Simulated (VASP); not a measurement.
Set up this calculation in VASP 6.6.1, as the native input.

```yaml
Task: single point
Functional: r2SCAN
Potentials_or_basis: VASP PAW PBE potentials, release 64 (Si)
Cutoff: 520 eV
k_mesh: 24 × 24 × 20
Occupations: gaussian, width 0.15 eV
Spin: no spin polarisation
Dipole_correction: no
Further_INCAR_settings: ALGO = Normal; EDIFF = 1e-07; NBANDS = 8
```

The system is Si.

```xyz
1
Lattice="2.6205 0.0000 0.0000 -1.3103 2.2695 0.0000 0.0000 0.0000 2.4047" Properties=species:S:1:pos:R:3 pbc="T T T"
Si    0.0000    0.0000    0.0000
```

This cell differs from its parent crystal: strain +0.000 along x and y, -0.025 along z.

These files were run (other wordings do the same):

POSCAR

```
Si
1.0
    2.6205428149      0.0000000000      0.0000000000
   -1.3102714075      2.2694566494      0.0000000000
    0.0000000000      0.0000000000      2.4046955302
Si
1
Direct
    0.0000000000      0.0000000000      0.0000000000
```

INCAR.step1

```
PREC     = Accurate       # precision mode
ENCUT    = 520            # plane-wave cutoff, eV
ISMEAR   = 0              # smearing method
SIGMA    = 0.15           # smearing width, eV
LREAL    = F              # projectors in reciprocal space
LASPH    = T              # aspherical terms in the spheres
NELM     = 80             # most SCF steps
NBANDS   = 8              # bands
GGA      = PE             # functional
ALGO     = Normal         # electronic algorithm
EDIFF    = 1E-4           # SCF threshold, eV
LWAVE    = T              # write WAVECAR
LCHARG   = F              # write CHGCAR
```

INCAR.step2

```
PREC     = Accurate       # precision mode
ENCUT    = 520            # plane-wave cutoff, eV
EDIFF    = 1E-7           # SCF threshold, eV
ISMEAR   = 0              # smearing method
SIGMA    = 0.15           # smearing width, eV
LREAL    = F              # projectors in reciprocal space
LASPH    = T              # aspherical terms in the spheres
NELM     = 80             # most SCF steps
ALGO     = Normal         # electronic algorithm
ISIF     = 2              # what is computed and relaxed
LWAVE    = F              # write WAVECAR
LCHARG   = F              # write CHGCAR
METAGGA  = R2SCAN         # meta-GGA
LMIXTAU  = T            
NBANDS   = 8              # bands
ISTART   = 1
```

KPOINTS

```
regular mesh
0
Gamma
  24 24 20
```

Potentials or basis: VASP PAW PBE potentials, release 64 (Si).

The run is started by

```console
$ cat potpaw_PBE.64/Si/POTCAR > POTCAR
$ cp INCAR.step1 INCAR
$ mpirun -np 1 vasp_std > vasp.out
$ cp INCAR.step2 INCAR
$ mpirun -np 1 vasp_std > vasp.out
```

It gave:

| Item | Value |
| --- | --- |
| Pressure | 5.7 GPa |
| Band gap on the k mesh | zero (bands 2 and 3 overlap by 13.17 eV) |

Caveat: the cell differs from its parent crystal (strain +0.000 along x and y, -0.025 along z); the stress differs along the axes, from 3 to 10 GPa; the PAW data sets were made with another functional, which shifts forces and pressure a little.

It took 3 min on 1 thread of Intel(R) Xeon(R) Platinum 8259CL CPU @ 2.50GHz (Skylake/Cascade Lake), with other jobs on the host, peak memory 0.17 GiB.
